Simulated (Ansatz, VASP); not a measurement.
# MoW2: VASP beside Ansatz

```
Mo W
1.0
     4.68778    0.00000    0.00000
    -2.34389    4.05974    0.00000
     0.00000    0.00000    2.59464
Mo W
1 2
Direct
  0.00000 0.00000 0.00000
  0.33333 0.66667 0.50000
  0.66667 0.33333 0.50000
```

Change from the starting cell: species swapped into the YSi2 type (P6/mmm, No. 191).

Alike in both runs: functional PBE; k mesh 12 × 12 × 18; occupations gaussian, width 0.1 eV; no spin polarisation.

Ansatz relaxed the structure, and its values are those at the end. VASP's run is a single point on that final structure, the one shown.

```csv
,VASP,Ansatz
version,VASP 6.6.1,Ansatz 0.2.0
potentials or method,"VASP PAW PBE potentials, release 64 (Mo_sv, W_sv), cutoff 520 eV","scalar-relativistic, plane waves, PAW"
valence electrons in the cell,42,42
```

Ansatz gave:

| Item | Value |
| --- | --- |
| gap on the k mesh at the Fermi level (eV) | none |
| pressure (GPa) | 0.0 |

Question: Estimate VASP's values.

Answer: gap on the k mesh at the Fermi level (eV): none; pressure (GPa): 0.6.

A gap of «none» marks a metal or a gap that the smearing closes.

Spin-orbit coupling is off throughout.
